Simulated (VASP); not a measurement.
A run of VASP 6.6.1 is set up as follows.

The input INCAR:

```
PREC     = Accurate       # precision mode
ENCUT    = 520            # plane-wave cutoff, eV
EDIFF    = 1E-6           # SCF threshold, eV
ISMEAR   = -1             # smearing method
SIGMA    = 0.05           # smearing width, eV
LREAL    = False          # projectors in reciprocal space
LASPH    = True           # aspherical terms in the spheres
NELM     = 100            # most SCF steps
ALGO     = Normal         # electronic algorithm
ISIF     = 2              # what is computed and relaxed
LWAVE    = False          # write WAVECAR
LCHARG   = True           # write CHGCAR
GGA      = RP             # functional
IVDW     = 13             # dispersion correction
LELF     = True           # ELF
LVHAR    = True         
NBANDS   = 8              # bands
```

KPOINTS

```
regular mesh
0
Gamma
  11 11 11
```

POSCAR

```
Al
1.0
    0.0000000000      1.9834708509      1.9834708509
    1.9834708509      0.0000000000      1.9834708509
    1.9834708509      1.9834708509      0.0000000000
Al
1
Direct
    0.0000000000      0.0000000000      0.0000000000
```

Potentials or basis: VASP PAW PBE potentials, release 64 (Al).

Run with:

```console
$ cat potpaw_PBE.64/Al/POTCAR > POTCAR
$ mpirun -np 1 vasp_std > vasp.out
```

(1) What does it give for the dispersion energy per atom?

(2) What does it give for the pressure?

Results:

(1) -0.694 eV.

(2) -0.2 GPa.

Caveat: the PAW data sets were made with another functional, which shifts forces and pressure a little; pairwise dispersion overbinds metals, which lowers pressure and volume.
